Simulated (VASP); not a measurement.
The system is AlH4.

```
CELL_PARAMETERS angstrom
-2.25057 2.25057 2.25057
2.25057 -2.25057 2.25057
2.25057 2.25057 -2.25057
ATOMIC_POSITIONS crystal
Al 0.00000 0.00000 0.00000
H 0.00000 0.00000 0.50000
H 0.00000 0.50000 0.00000
H 0.50000 0.00000 0.00000
H 0.50000 0.50000 0.50000
```

| Property | Result |
| --- | --- |
| Program | VASP 6.6.1 |
| Task | relaxation of cell and atoms |
| Functional | PBE |
| Potentials or basis | VASP PAW PBE potentials, release 64 (Al, H) |
| Cutoff | 600 eV |
| k mesh | 6 × 6 × 6 |
| Occupations | gaussian, width 0.1 eV |
| Spin | no spin polarisation |

At the start: pressure -11.7 GPa; volume 9.12 Å³/atom.

Q: Where does the relaxation end?

A: Over 4 steps the energy falls by 89.3 meV/atom and the volume is 7.11 Å³/atom (-22.0 %); space group Im-3m (No. 229, to 0.05 Å).

Step by step:
| step | energy change (eV) | largest force (eV/Å) | pressure (GPa) | volume (Å³) |
| --- | --- | --- | --- | --- |
| 1 | 0.0000 | 0.0000 | -11.71 | 45.60 |
| 2 | -0.2763 | 0.0000 | -8.71 | 41.34 |
| 3 | -0.4379 | 0.0000 | -2.38 | 36.91 |
| 4 | -0.4467 | 0.0000 | 0.37 | 35.55 |

Final structure:
```xyz
5
Lattice="-2.0713 2.0713 2.0713 2.0713 -2.0713 2.0713 2.0713 2.0713 -2.0713" Properties=species:S:1:pos:R:3 pbc="T T T"
Al    4.1427    0.0000    0.0000
H     1.0357    1.0357    3.1070
H     1.0357   -1.0357    1.0357
H    -1.0357    1.0357    1.0357
H     1.0357    1.0357    1.0357
```

Caveat: the volume moved by over 15 % at a fixed basis, so the end points are rough.
